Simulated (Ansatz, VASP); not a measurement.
## Two plane-wave programs on B

```
B
1.0
     0.00000    2.06887    2.06887
     2.06887    0.00000    2.06887
     2.06887    2.06887    0.00000
B
2
Direct
  0.12500 0.12500 0.12500
  0.87500 0.87500 0.87500
```

Alike in both runs: task single point; functional PBEsol; k mesh 15 × 15 × 15; occupations fermi-dirac, width 0.1 eV; no spin polarisation.

|  | VASP | Ansatz |
| --- | --- | --- |
| version | VASP 6.6.1 | Ansatz 0.2.0 |
| potentials or method | VASP PAW PBE potentials, release 64 (B), cutoff 520 eV | plane waves (420 eV) with PAW, scalar-relativistic |
| valence electrons in the cell | 6 | 6 |

Ansatz gave:

```
pressure (GPa) : -12.3
```

Problem. What did VASP give for the same quantities?

Solution. Pressure (GPa): -12.2.

VASP's potentials were made for PBE, not for PBEsol, and Ansatz warns of the same on its side.
